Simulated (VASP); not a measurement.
Input of a VASP 6.6.1 run:

INCAR

```
PREC = Accurate
ENCUT = 600
EDIFF = 1E-6
ISMEAR = -1
SIGMA = 0.1
LREAL = False
LASPH = True
NELM = 100
ALGO = Normal
ISIF = 3
LWAVE = False
LCHARG = False
GGA = PE
IBRION = 2
NSW = 60
EDIFFG = -0.005
PSTRESS = 2800.0
```

File KPOINTS:

```
Automatic mesh
0
Gamma
  20 20 11
```

Contents of POSCAR:

```
Zn
1.0
    2.2083455023      0.0000000000      0.0000000000
   -1.1041727512      1.9124833053      0.0000000000
    0.0000000000      0.0000000000      3.5775197138
Zn
2
Direct
    0.3333333333      0.6666666667      0.2500000000
    0.6666666667      0.3333333333      0.7500000000
```

Potentials or basis: VASP PAW PBE potentials, release 64 (Zn).

Launch:

```console
$ cat potpaw_PBE.64/Zn/POTCAR > POTCAR
$ mpirun -np 1 vasp_std > vasp.out
```

(1) What does it give for the space group after relaxing (to 0.1 Å)?

(2) What does it give for the band gap on the k mesh?

Results:

(1) P6_3/mmc (No. 194).

(2) zero (bands 12 and 13 overlap by 2.11 eV).

Caveat: the cell is relaxed towards a set pressure, so the run minimises the enthalpy, not the energy.
